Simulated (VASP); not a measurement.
# NaCl (Fm-3m) in VASP: settings compared

Aim: see how the results for NaCl move with the level of theory and the settings. Levels: r2SCAN, PBE, PBEsol, revPBE. Tasks: single point.

Program: VASP 6.6.1. These are calculated values, not measurements. Logs are shortened: lines on timing, memory, paths and dates and some standing lists are left out, and cuts for length are marked.

### 1 The cell of the first run

The structure is cubic, space group Fm-3m (No. 225). Conventional cell: a = 5.698 Å, b = 5.698 Å, c = 5.698 Å, α = 90.00°, β = 90.00°, γ = 90.00°. Within 3.8 Å of Cl (site symmetry m-3m) lie 6 Na at 2.85 Å. Na (site symmetry m-3m) has 6 Cl at 2.85 Å within 3.8 Å.

### 2 Single point, r2SCAN

POSCAR reads:

```
NaCl
1.0
    0.0000000000      2.8488626834      2.8488626834
    2.8488626834      0.0000000000      2.8488626834
    2.8488626834      2.8488626834      0.0000000000
Cl Na
1 1
Direct
    0.5000000000      0.5000000000      0.5000000000
    0.0000000000      0.0000000000      0.0000000000
```

INCAR.step1 reads:

```
SYSTEM = NaCl
  PREC = Accurate
  ENCUT = 520
  ISMEAR = -1
  SIGMA = 0.05
  LREAL = .False.
  LASPH = .True.
  NELM = 60
  NBANDS = 14
  GGA = PE
  ALGO = Normal
  EDIFF = 1E-4
  LWAVE = .True.
  LCHARG = .False.
```

INCAR.step2 reads:

```
SYSTEM = NaCl
  PREC = Accurate
  ENCUT = 520
  EDIFF = 1E-6
  ISMEAR = -1
  SIGMA = 0.05
  LREAL = .False.
  LASPH = .True.
  NELM = 60
  ALGO = Normal
  ISIF = 2
  LWAVE = .False.
  LCHARG = .False.
  METAGGA = R2SCAN
  LMIXTAU = .True.
  NBANDS = 14
  ISTART = 1
```

KPOINTS reads:

```
Automatic mesh
0
Gamma
  8 8 8
  0 0 0
```

Potentials or basis: VASP PAW PBE potentials, release 64 (Cl, Na_pv).

On the command line:

```
$ cat potpaw_PBE.64/Cl/POTCAR potpaw_PBE.64/Na_pv/POTCAR > POTCAR
$ cp INCAR.step1 INCAR
$ mpirun -np 1 vasp_std > vasp.out
$ cp INCAR.step2 INCAR
$ mpirun -np 1 vasp_std > vasp.out
```

OUTCAR:

```text
SYSTEM = NaCl
   PREC = Accurate
   ENCUT = 520
   EDIFF = 1E-6
   ISMEAR = -1
   LREAL = .False.
   LASPH = .True.
   NELM = 60
   ISIF = 2
   METAGGA = R2SCAN
   ISTART = 1

 ion  position               nearest neighbor table
   1  0.500  0.500  0.500-
   2  0.000  0.000  0.000-

  LATTYP: Found a face centered cubic cell.
 ALAT       =     5.6977253668

  Lattice vectors:

 A1 = (   0.0000000000,   2.8488626834,   2.8488626834)
 A2 = (   2.8488626834,   0.0000000000,   2.8488626834)
 A3 = (   2.8488626834,   2.8488626834,   0.0000000000)

Analysis of symmetry for initial positions (statically):
=====================================================================
 Subroutine PRICEL returns:
 Original cell was already a primitive cell.

 Routine SETGRP: Setting up the symmetry group for a
 face centered cubic supercell.

 Subroutine GETGRP returns: Found 48 space group operations
 (whereof 48 operations were pure point group operations)
 out of a pool of 48 trial point group operations.

The static configuration has the point symmetry O_h .

Analysis of symmetry for dynamics (positions and initial velocities):
=====================================================================
 Subroutine PRICEL returns:
 Original cell was already a primitive cell.

 Routine SETGRP: Setting up the symmetry group for a
 face centered cubic supercell.

 Subroutine GETGRP returns: Found 48 space group operations
 (whereof 48 operations were pure point group operations)
 out of a pool of 48 trial point group operations.

The dynamic configuration has the point symmetry O_h .

 Subroutine INISYM returns: Found 48 space group operations
 (whereof 48 operations are pure point group operations),
 and found     1 'primitive' translations

----------------------------------------------------------------------------------------

                                     Primitive cell

  volume of cell :      46.2428

  direct lattice vectors                    reciprocal lattice vectors
     0.000000000  2.848862683  2.848862683    -0.175508635  0.175508635  0.175508635
     2.848862683  0.000000000  2.848862683     0.175508635 -0.175508635  0.175508635
     2.848862683  2.848862683  0.000000000     0.175508635  0.175508635 -0.175508635

  length of vectors
     4.028900244  4.028900244  4.028900244     0.303989872  0.303989872  0.303989872

  position of ions in fractional coordinates (direct lattice)
     0.500000000  0.500000000  0.500000000
     0.000000000  0.000000000  0.000000000

  ion indices of the primitive-cell ions
   primitive index   ion index
                 1           1
                 2           2

----------------------------------------------------------------------------------------

 KPOINTS: Automatic mesh

Automatic generation of k-mesh.
 Grid dimensions read from file:
 generate k-points for:    8    8    8

 Generating k-lattice:

  Cartesian coordinates                     Fractional coordinates (reciprocal lattice)
    -0.021938579  0.021938579  0.021938579     0.125000000  0.000000000  0.000000000
     0.021938579 -0.021938579  0.021938579     0.000000000  0.125000000  0.000000000
     0.021938579  0.021938579 -0.021938579     0.000000000  0.000000000  0.125000000

  Length of vectors
     0.037998734  0.037998734  0.037998734

  Shift w.r.t. Gamma in fractional coordinates (k-lattice)
     0.000000000  0.000000000  0.000000000

 Subroutine IBZKPT returns following result:
 ===========================================

 Found     29 irreducible k-points:

 Following reciprocal coordinates:
            Coordinates               Weight
  0.000000  0.000000  0.000000      1.000000
  0.125000  0.000000  0.000000      8.000000
  0.250000  0.000000  0.000000      8.000000
  0.375000  0.000000  0.000000      8.000000
  0.500000  0.000000  0.000000      4.000000
  0.125000  0.125000  0.000000      6.000000
[... 16 lines left out ...]
  0.500000  0.250000  0.125000     48.000000
 -0.375000  0.250000  0.125000     24.000000
 [... further k-points ...]
   k-points           NKPTS =     29   k-points in BZ     NKDIM =     29   number of bands    NBANDS=     14
   number of dos      NEDOS =    301   number of ions     NIONS =      2
   total plane-waves  NPLWV =  27000
   dimension x,y,z NGX =    30 NGY =   30 NGZ =   30
   dimension x,y,z NGXF=    60 NGYF=   60 NGZF=   60
   ions per type =               1   1
   NGX,Y,Z   is equivalent  to a cutoff of  12.38, 12.38, 12.38 a.u.
   NGXF,Y,Z  is equivalent  to a cutoff of  24.76, 24.76, 24.76 a.u.
 SYSTEM =  NaCl
   PREC   = accura    normal or accurate (medium, high low for compatibility)
   ISTART =      1    job   : 0-new  1-cont  2-samecut
   ICHARG =      0    charge: 1-file 2-atom 10-const
   ISPIN  =      1    spin polarized calculation?
   LNONCOLLINEAR =      F non collinear calculations
   LSORBIT =      F    spin-orbit coupling
   LASPH  =      T    aspherical Exc in radial PAW
   ENCUT  =  520.0 eV  38.22 Ry    6.18 a.u.   7.49  7.49  7.49*2*pi/ulx,y,z
   NELM   =     60;   NELMIN=  2; NELMDL=  0     # of ELM steps
   EDIFF  = 0.1E-05   stopping-criterion for ELM
   LREAL  =      F    real-space projection
   EDIFFG = 0.1E-04   stopping-criterion for IOM
   NSW    =      0    number of steps for IOM
   IBRION =     -1    ionic relax: 0-MD 1-quasi-New 2-CG
   NFREE  =      0    steps in history (QN), initial steepest desc. (CG)
   ISIF   =      2    stress and relaxation
   ISYM   =      2    0-nonsym 1-usesym 2-fastsym
   POTIM  = 0.5000    time-step for ionic-motion
   TEBEG  =    0.0;   TEEND  =   0.0 temperature during run
   PSTRESS=    0.0 pullay stress
   NELECT =      14.0000    total number of electrons
   NUPDOWN=      -1.0000    fix difference up-down
   EMIN   =  10.00;   EMAX   =-10.00  energy-range for DOS
   EFERMI =   0.00;   METHOD = LEGACY
   ISMEAR =    -1;   SIGMA  =   0.05  broadening in eV -4-tet -1-fermi 0-gaus
   EFERMI_NEDOS =   21; number of points for ismear=-14 and -15
   IALGO  =     38    algorithm
   IMIX   =      4    mixing-type and parameters
     AMIX     =   0.40;   BMIX     =  1.00
     AMIX_MAG =   1.60;   BMIX_MAG =  1.00
  volume/ion in A,a.u.               =      23.12       156.03
  Fermi-wavevector in a.u.,A,eV,Ry     =   1.099266  2.077311 16.441076  1.208385
  Thomas-Fermi vector in A             =   2.235657
   LORBIT       =      0    0 simple, 1 ext, 2 COOP (PROOUT), +10 PAW based schemes
   METAGGA = R2SCAN    functional components
   LHFCALC =     F    Hartree Fock is set to
   AEXX    =    0.0000 exact exchange contribution
   IVDW    =     0    specifies the selected vdW correction
   LEPSILON=     F    determine dielectric tensor
   LRPA    =     F    only Hartree local field effects (RPA)
 non-spin polarized calculation
  energy-cutoff  :      520.00
  volume of cell :       46.24
 maximum number of plane-waves:      1265
 NGX is ok and might be reduce to    30
   NGX = 15   NGY = 15   NGZ = 15

 number of electron      13.9999992 magnetization

 Free energy of the ion-electron system (eV)
  ---------------------------------------------------
  ext. energy  EPLUGINS =         0.00000000
  ---------------------------------------------------
  free energy    TOTEN  =       -13.77904772 eV

  energy without entropy =      -13.77904772  energy(sigma->0) =      -13.77904772

 E-fermi :  -0.2239     XC(G=0):  -8.5021

 val. band max:       -1.3356776133   @ k =   0.0000   0.0000   0.0000
 cond. band min:       4.4618474032   @ k =   0.0000   0.0000   0.0000
 fundamental gap:      5.7975250165
 Fermi energy:        -0.2238714642

 k-point     1 :       0.0000    0.0000    0.0000
  band No.  band energies     occupation
      1     -22.9133      2.00000
      2     -22.9130      2.00000
      3     -22.9130      2.00000
      4     -14.4901      2.00000
      5      -1.3357      2.00000
      6      -1.3357      2.00000
      7      -1.3357      2.00000
      8       4.4618      0.00000
      9      10.3933      0.00000
     10      10.3934      0.00000
     11      10.3934      0.00000
     12      12.6047      0.00000
     13      12.6047      0.00000
     14      14.1274      0.00000

 k-point     2 :       0.1250    0.0000    0.0000
  band No.  band energies     occupation
      1     -22.9167      2.00000
      2     -22.9136      2.00000
      3     -22.9133      2.00000
      4     -14.4465      2.00000
      5      -1.6759      2.00000
      6      -1.3758      2.00000
      7      -1.3758      2.00000
      8       4.9389      0.00000
      9       9.8460      0.00000
     10      10.5945      0.00000
     11      10.5945      0.00000
     12      12.3722      0.00000
     13      12.3722      0.00000
     14      15.1064      0.00000

 k-point     3 :       0.2500    0.0000    0.0000
  band No.  band energies     occupation
      1     -22.9253      2.00000
      2     -22.9141      2.00000
      3     -22.9138      2.00000
      4     -14.3387      2.00000
      5      -2.3659      2.00000
      6      -1.4699      2.00000
      7      -1.4699      2.00000
      8       5.8950      0.00000
      9       9.2956      0.00000
     10      10.7347      0.00000
     11      10.7349      0.00000
     12      12.5862      0.00000
     13      12.5864      0.00000
     14      15.1352      0.00000
[... 324 lines left out ...]
 k-point    23 :       0.5000    0.2500    0.1250
  band No.  band energies     occupation
      1     -22.9308      2.00000
      2     -22.9194      2.00000
      3     -22.9158      2.00000
      4     -14.1836      2.00000
      5      -2.7944      2.00000
      6      -1.9945      2.00000
      7      -1.6849      2.00000
      8       7.4692      0.00000
      9       8.8809      0.00000
     10       9.3372      0.00000
     11      11.3227      0.00000
     12      13.0912      0.00000
     13      15.4324      0.00000
     14      15.9121      0.00000

 k-point    24 :      -0.3750    0.2500    0.1250
  band No.  band energies     occupation
      1     -22.9326      2.00000
      2     -22.9198      2.00000
      3     -22.9166      2.00000
      4     -14.1482      2.00000
      5      -2.9081      2.00000
      6      -2.0698      2.00000
      7      -1.7359      2.00000
      8       7.5991      0.00000
      9       9.0148      0.00000
     10       9.5409      0.00000
     11      11.1409      0.00000
     12      13.6908      0.00000
     13      15.0514      0.00000
     14      16.0016      0.00000

 [... further k-points ...]

------------------------ aborting loop because EDIFF is reached ----------------------------------------

  FORCE on cell =-STRESS in cart. coord.  units (eV):
  Direction    XX          YY          ZZ          XY          YZ          ZX
  --------------------------------------------------------------------------------------
  -------------------------------------------------------------------------------------
  Total       -0.4009242     -0.4009242     -0.4009242      0.0000000      0.0000000      0.0000000
  in kB      -13.8908330    -13.8908330    -13.8908330      0.0000000      0.0000000      0.0000000
  external PRESSURE =     -13.8908330 kB  Pullay stress =       0.0000000 kB

 VOLUME and BASIS-vectors are now :
 -----------------------------------------------------------------------------
  energy-cutoff  :      520.00
  volume of cell :       46.24
      direct lattice vectors                 reciprocal lattice vectors
     0.000000000  2.848862683  2.848862683    -0.175508635  0.175508635  0.175508635
     2.848862683  0.000000000  2.848862683     0.175508635 -0.175508635  0.175508635
     2.848862683  2.848862683  0.000000000     0.175508635  0.175508635 -0.175508635

 POSITION                                       TOTAL-FORCE (eV/Angst)
 -----------------------------------------------------------------------------------
      2.84886      2.84886      2.84886        -0.000000     -0.000000      0.000000
      0.00000      0.00000      0.00000         0.000000      0.000000     -0.000000
 -----------------------------------------------------------------------------------
    total drift:                               -0.000000      0.000000      0.000000

  FREE ENERGIE OF THE ION-ELECTRON SYSTEM (eV)
  ---------------------------------------------------
  free  energy   TOTEN  =       -13.7790477196 eV

  energy  without entropy=      -13.7790477196  energy(sigma->0) =      -13.77904772
```

Wall time 1.9 min (1 thread of AMD EPYC 7R13, shared host); peak memory 0.14 GiB.

Results:

- Free energy: -13.7790 eV
- Pressure: -1.4 GPa
- Band gap on the k mesh: 5.80 eV

Levels at points of the mesh, in eV from the valence-band top:
```csv
k point,band 4,band 5,band 6,band 7,band 8,band 9,band 10,band 11
"(0.00, 0.00, 0.00)",-13.15,0.00,0.00,0.00,5.80,11.73,11.73,11.73
"(0.50, 0.00, 0.00)",-12.84,-1.83,-0.26,-0.26,7.89,11.36,11.69,11.69
"(0.50, 0.50, 0.00)",-12.80,-1.60,-0.58,-0.58,8.36,8.63,11.98,15.63
```

Caveat: the PAW data sets were made with another functional, which shifts forces and pressure a little. A k mesh can miss the band edges.

### 3 Single point, PBE

This run uses another cell than the first one, of 21.81 Å³/atom.

INCAR reads:

```
PREC = Accurate
ENCUT = 520
EDIFF = 1E-6
ISMEAR = -1
SIGMA = 0.05
LREAL = False
LASPH = True
NELM = 100
ALGO = Normal
ISIF = 2
LWAVE = False
LCHARG = True
GGA = PE
LELF = True
LVHAR = True
NBANDS = 14
```

KPOINTS reads:

```
regular mesh
0
Gamma
  5 5 5
```

POSCAR reads:

```
NaCl
1.0
    0.0000000000      2.7940632177      2.7940632177
    2.7940632177      0.0000000000      2.7940632177
    2.7940632177      2.7940632177      0.0000000000
Cl Na
1 1
Direct
    0.5000000000      0.5000000000      0.5000000000
    0.0000000000      0.0000000000      0.0000000000
```

Potentials or basis: VASP PAW PBE potentials, release 64 (Cl, Na_pv).

On the command line:

```
$ cat potpaw_PBE.64/Cl/POTCAR potpaw_PBE.64/Na_pv/POTCAR > POTCAR
$ mpirun -np 1 vasp_std > vasp.out
```

It took 11 s on 1 thread of Intel Xeon 8259CL, shared host; peak memory 0.15 GiB.

It converged, with:

```yaml
Free_energy: -6.7656 eV
Pressure: 1.5 GPa
Band_gap_on_the_k_mesh: 5.22 eV
```

Levels at points of the mesh, in eV from the valence-band top:
```tsv
k point	band 3	band 4	band 5	band 6	band 7	band 8	band 9	band 10	band 11	band 12
(0.00, 0.00, 0.00)	-20.77	-12.72	0.00	0.00	0.00	5.22	11.15	11.15	11.15	13.35
```

### 4 Single point, PBEsol

This run uses another cell than the first one, of 21.81 Å³/atom.

INCAR reads:

```
SYSTEM = NaCl
  PREC = Accurate
  ENCUT = 520
  EDIFF = 1E-6
  ISMEAR = -1
  SIGMA = 0.05
  LREAL = .FALSE.
  LASPH = .TRUE.
  NELM = 80
  ALGO = Normal
  ISIF = 2
  LWAVE = .FALSE.
  LCHARG = .FALSE.
  GGA = PS
  NBANDS = 14
```

KPOINTS reads:

```
regular mesh
0
G
  5 5 5
  0 0 0
```

POSCAR is that of step 3.

On the command line:

```
$ cat potpaw_PBE.64/Cl/POTCAR potpaw_PBE.64/Na_pv/POTCAR > POTCAR
$ mpirun -np 1 vasp_std > vasp.out
```

Run time: 9.6 s. Hardware: 1 thread of Intel Xeon 8259CL, shared host; peak memory 0.16 GiB.

Results (log left out):

- Free energy: -6.9977 eV
- Pressure: 0.2 GPa
- Band gap on the k mesh: 5.03 eV

Levels at points of the mesh, in eV from the valence-band top:
```
           k point  band 5  band 6  band 7  band 8  band 9  band 10
(0.00, 0.00, 0.00)    0.00    0.00    0.00    5.03   11.02    11.02
```

Caveat: the PAW data sets were made with another functional, which shifts forces and pressure a little.

### 5 Single point, revPBE

This run uses another cell than the first one, of 21.81 Å³/atom.

INCAR reads:

```
ALGO = Normal
EDIFF = 1E-6
ENCUT = 520
GGA = RE
ISIF = 2
ISMEAR = -1
LASPH = T
LCHARG = F
LREAL = F
LWAVE = F
NBANDS = 14
NELM = 100
PREC = Accurate
SIGMA = 0.05
```

KPOINTS reads:

```
k-points
0
Gamma
  5 5 5
```

POSCAR is that of step 4.

On the command line:

```
$ cat potpaw_PBE.64/Cl/POTCAR potpaw_PBE.64/Na_pv/POTCAR > POTCAR
$ mpirun -np 1 vasp_std > vasp.out
```

Run time: 10 s. Hardware: 1 thread of Intel Xeon 8259CL, shared host; peak memory 0.15 GiB.

It converged, with:

* Free energy: -6.4046 eV
* Pressure: 3.2 GPa
* Band gap on the k mesh: 5.49 eV

Levels at points of the mesh, in eV from the valence-band top:
| k point | band 4 | band 5 | band 6 | band 7 | band 8 | band 9 | band 10 | band 11 |
| --- | --- | --- | --- | --- | --- | --- | --- | --- |
| (0.00, 0.00, 0.00) | -12.71 | 0.00 | 0.00 | 0.00 | 5.49 | 11.29 | 11.29 | 11.29 |

Caveat: the cell stands under pressure; the PAW data sets were made with another functional, which shifts forces and pressure a little.

### 6 Overview

| level | cell | k mesh | gap on the mesh (eV) | pressure (GPa) |
| --- | --- | --- | --- | --- |
| r2SCAN | a = 4.029 Å, angles 60.0°, 2 atoms | 8 × 8 × 8 | 5.80 | -1.4 |
| PBE | a = 3.951 Å, angles 60.0°, 2 atoms | 5 × 5 × 5 | 5.22 | 1.5 |
| PBEsol | a = 3.951 Å, angles 60.0°, 2 atoms | 5 × 5 × 5 | 5.03 | 0.2 |
| revPBE | a = 3.951 Å, angles 60.0°, 2 atoms | 5 × 5 × 5 | 5.49 | 3.2 |

Alike in all rows: task single point; potentials or basis VASP PAW PBE potentials, release 64 (Cl, Na_pv); no spin polarisation; cutoff (eV) 520; smearing fermi-dirac 0.05 eV.

Caveats: the PAW data sets were made with another functional, which shifts forces and pressure a little (at least some runs); the cell stands under pressure (at least some runs).

Absolute energies hang on the potentials; compare differences alone.
